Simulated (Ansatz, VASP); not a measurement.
**Two plane-wave programs on Si2Mo**

The input POSCAR:

```
Si2Mo
1.0
   -1.6000000000      1.6000000000      3.9305000000
    1.6000000000     -1.6000000000      3.9305000000
    1.6000000000      1.6000000000     -3.9305000000
Si Mo
2 1
Direct
    0.3330000000      0.3330000000      0.0000000000
    0.6670000000      0.6670000000      0.0000000000
    0.0000000000      0.0000000000      0.0000000000
```

Contents of INCAR.step1:

```
SYSTEM = Si2Mo
ALGO = Normal
EDIFF = 1E-4
ENCUT = 600
GGA = PE
ISMEAR = -1
LASPH = .TRUE.
LCHARG = .FALSE.
LREAL = .FALSE.
LWAVE = .TRUE.
NELM = 60
PREC = Accurate
SIGMA = 0.1
```

File INCAR.step2:

```
SYSTEM = Si2Mo
ALGO = Normal
EDIFF = 1E-6
EDIFFG = -0.01
ENCUT = 600
IBRION = 2
ISIF = 3
ISMEAR = -1
ISTART = 1
LASPH = .TRUE.
LCHARG = .FALSE.
LMIXTAU = .TRUE.
LREAL = .FALSE.
LWAVE = .FALSE.
METAGGA = R2SCAN
NELM = 60
NSW = 80
PREC = Accurate
SIGMA = 0.1
```

File KPOINTS:

```
k-points
0
G
  10 10 10
  0 0 0
```

Input for Ansatz:

```yaml
crystal:
  lattice:
    - [-1.6, 1.6, 3.9305]
    - [1.6, -1.6, 3.9305]
    - [1.6, 1.6, -3.9305]
  atoms:
    - { symbol: Si, position: [0.333, 0.333, 0.0] }
    - { symbol: Si, position: [0.667, 0.667, 0.0] }
    - { symbol: Mo, position: [0.0, 0.0, 0.0] }
  symmetry: { tolerance: 0.0003 }
hamiltonian:
  xc: r2scan
  pseudopotentials: { kind: paw, azcp: { folder: soft_1 } }
basis:
  ecutwfc: 500
magnetization:
  spin_polarized: false
scf:
  occupations: { method: fermi_dirac, width: 0.1 }
kpoints:
  mp_grid: { grid: [10, 10, 10], shift: [0, 0, 0] }
output:
  forces: true
  stress: true
  eigenvalues: true
relax:
  max_steps: 60
  cell: {}
```

Alike in both runs: task relaxation of cell and atoms; functional r2SCAN; k mesh 10 × 10 × 10; occupations fermi-dirac, width 0.1 eV; no spin polarisation.

```csv
,VASP,Ansatz
version,VASP 6.6.1,Ansatz 0.2.0
potentials or method,"VASP PAW PBE potentials, release 64 (Si, Mo_sv), cutoff 600 eV",PAW plane waves
valence electrons in the cell,22,22
```

|  | VASP | Ansatz | Ansatz less VASP |
| --- | --- | --- | --- |
| gap on the k mesh at the Fermi level, each at its own relaxed structure (eV) | none | none | - |
| relaxed volume (Å³/atom) | 13.38 | 13.37 | -0.015 |
| relaxed length of the cell vector where the two differ most in proportion (Å) | 4.520 | 4.518 | -0.0022 |

VASP's potentials were made for PBE, not for r2SCAN. A gap of «none» marks a metal or a gap that the smearing closes.
